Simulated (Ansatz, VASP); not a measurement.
# One calculation of MgO, two programs

INCAR

```
SYSTEM = MgO
  PREC = Accurate
  ENCUT = 520
  EDIFF = 1E-8
  ISMEAR = -1
  SIGMA = 0.02
  LREAL = .FALSE.
  LASPH = .TRUE.
  NELM = 120
  ALGO = Normal
  ISIF = 2
  LWAVE = .FALSE.
  LCHARG = .FALSE.
  GGA = PS
  LEFG = .TRUE.
  NBANDS = 11
  GGA_COMPAT = .FALSE.
```

The input KPOINTS:

```
Automatic mesh
0
G
  13 13 13
  0 0 0
```

POSCAR

```
MgO
1.0
    0.0000000000      2.0185000000      2.0185000000
    2.0185000000      0.0000000000      2.0185000000
    2.0185000000      2.0185000000      0.0000000000
Mg O
1 1
Direct
    0.0000000000      0.0000000000      0.0000000000
    0.5000000000      0.5000000000      0.5000000000
```

Input for Ansatz:

```yaml
crystal:
  lattice:
    - [0.0, 2.0185, 2.0185]
    - [2.0185, 0.0, 2.0185]
    - [2.0185, 2.0185, 0.0]
  atoms:
    - { symbol: Mg, position: [0.0, 0.0, 0.0] }
    - { symbol: O, position: [0.5, 0.5, 0.5] }
kpoints:
  mp_grid: { grid: [13, 13, 13] }
scf:
  occupations: { method: fermi_dirac, width: 0.02 }
hamiltonian:
  xc: pbesol
  pseudopotentials: { kind: paw, frozen_core: stored }
output:
  forces: true
  stress: true
  populations: true
  efg: { quadrupole_moments_barn: { Mg: 0.1994, O: -0.02558 } }
  write_density: true
  write_potential: true
  elf: true
  volumetric_format: npy
```

Alike in both runs: task electric field gradients; functional PBEsol; k mesh 13 × 13 × 13; occupations fermi-dirac, width 0.02 eV; no spin polarisation.

```csv
,VASP,Ansatz
version,VASP 6.6.1,Ansatz 0.2.0
potentials or method,"VASP PAW PBE potentials, release 64 (Mg, O)","plane-wave PAW, scalar-relativistic"
plane-wave cutoff (eV),520,420
valence electrons in the cell,8,16
```

```csv
,VASP,Ansatz,Ansatz less VASP
gap on the k mesh at the Fermi level (eV),5.97,5.96,-0.006
pressure (GPa),26.3,26.6,+0.25
```

VASP's potentials were made for PBE, not for PBEsol, and Ansatz warns of the same on its side. VASP's potentials hold 8 valence electrons a cell and Ansatz's 16, so a difference there can come from the potentials and not from the codes.
